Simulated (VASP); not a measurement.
A run of VASP 6.6.1:

Contents of POSCAR:

```
GaAs
1.0
    0.0000000000      2.7332779449      2.7332779449
    2.7332779449      0.0000000000      2.7332779449
    2.7332779449      2.7332779449      0.0000000000
Ga As
1 1
Direct
    0.0000000000      0.0000000000      0.0000000000
    0.7500000000      0.7500000000      0.7500000000
```

INCAR.step1

```
SYSTEM = GaAs
ALGO     = Normal         ! electronic algorithm
EDIFF    = 1E-4           ! SCF threshold, eV
ENCUT    = 520            ! plane-wave cutoff, eV
GGA      = PE             ! functional
ISMEAR   = 0              ! smearing method
LASPH    = .TRUE.         ! aspherical terms in the spheres
LCHARG   = .FALSE.        ! write CHGCAR
LREAL    = .FALSE.        ! projectors in reciprocal space
LWAVE    = .TRUE.         ! write WAVECAR
NBANDS   = 16             ! bands
NELM     = 80             ! most SCF steps
PREC     = Accurate       ! precision mode
SIGMA    = 0.01           ! smearing width, eV
```

File INCAR.step2:

```
SYSTEM = GaAs
ALGO     = Normal         ! electronic algorithm
EDIFF    = 1E-7           ! SCF threshold, eV
ENCUT    = 520            ! plane-wave cutoff, eV
ISIF     = 2              ! what is computed and relaxed
ISMEAR   = 0              ! smearing method
ISTART   = 1            
LASPH    = .TRUE.         ! aspherical terms in the spheres
LCHARG   = .FALSE.        ! write CHGCAR
LMIXTAU  = .TRUE.       
LREAL    = .FALSE.        ! projectors in reciprocal space
LWAVE    = .FALSE.        ! write WAVECAR
METAGGA  = R2SCAN         ! meta-GGA
NBANDS   = 16             ! bands
NELM     = 80             ! most SCF steps
PREC     = Accurate       ! precision mode
SIGMA    = 0.01           ! smearing width, eV
```

Contents of KPOINTS:

```
k-points
0
G
  8 8 8
  0 0 0
```

Potentials or basis: VASP PAW PBE potentials, release 64 (Ga_d, As).

Run with:

```sh
$ cat potpaw_PBE.64/Ga_d/POTCAR potpaw_PBE.64/As/POTCAR > POTCAR
$ cp INCAR.step1 INCAR
$ mpirun -np 1 vasp_std > vasp.out
$ cp INCAR.step2 INCAR
$ mpirun -np 1 vasp_std > vasp.out
```

Hardware: 1 thread of Intel(R) Xeon(R) 6975P-C (Granite Rapids), on a shared host.

Estimate the wall time of this run.

Run time: 57 s on 1 thread of Intel(R) Xeon(R) 6975P-C (Granite Rapids) (shared host), peak memory 0.17 GiB. Counts: k points 29.
